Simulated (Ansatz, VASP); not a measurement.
**One calculation of BaTe, two programs**

File INCAR:

```
SYSTEM = BaTe
  PREC = Accurate
  ENCUT = 520
  EDIFF = 1E-6
  ISMEAR = 0
  SIGMA = 0.05
  LREAL = .FALSE.
  LASPH = .TRUE.
  NELM = 80
  ALGO = Normal
  ISIF = 2
  LWAVE = .FALSE.
  LCHARG = .TRUE.
  GGA = PE
  LELF = .TRUE.
  LVHAR = .TRUE.
  NBANDS = 15
```

Contents of KPOINTS:

```
Automatic mesh
0
G
  6 6 6
  0 0 0
```

POSCAR

```
BaTe
1.0
    4.2624660000      0.0000000000      0.0000000000
    0.0000000000      4.2624660000      0.0000000000
    0.0000000000      0.0000000000      4.1559043500
Ba Te
1 1
Direct
    0.0000000000      0.0000000000      0.0000000000
    0.5000000000      0.5000000000      0.5000000000
```

Input for Ansatz:

```yaml
crystal:
  lattice:
    - [4.262466, 0.0, 0.0]
    - [0.0, 4.262466, 0.0]
    - [0.0, 0.0, 4.15590435]
  atoms:
    - { symbol: Ba, position: [0.0, 0.0, 0.0] }
    - { symbol: Te, position: [0.5, 0.5, 0.5] }
basis:
  ecutwfc: 420
kpoints:
  mp_grid: { grid: [6, 6, 6] }
hamiltonian:
  xc: pbe
scf:
  occupations: { method: gaussian, width: 0.05 }
output:
  forces: true
  stress: true
  eigenvalues: true
```

Change from the starting cell: strain +0.000 along x and y, -0.025 along z, atoms carried along.

Alike in both runs: task single point; functional PBE; k mesh 6 × 6 × 6; occupations gaussian, width 0.05 eV; no spin polarisation.

|  | VASP | Ansatz |
| --- | --- | --- |
| version | VASP 6.6.1 | Ansatz 0.2.0 |
| potentials or method | VASP PAW PBE potentials, release 64 (Ba_sv, Te), cutoff 520 eV | scalar-relativistic, plane waves, PAW |
| valence electrons in the cell | 16 | 26 |

```tsv
	VASP	Ansatz	Ansatz less VASP
gap on the k mesh at the Fermi level (eV)	0.57	0.68	+0.104
least direct gap on the mesh (eV)	0.75	0.86	+0.105
pressure (GPa)	0.9	0.4	-0.48
traceless stress, the component that is largest in VASP (GPa)	1.25	1.25	-0.005
```

VASP's potentials hold 16 valence electrons a cell and Ansatz's 26, so a difference there can come from the potentials and not from the codes.

Neither program's run includes spin-orbit coupling.
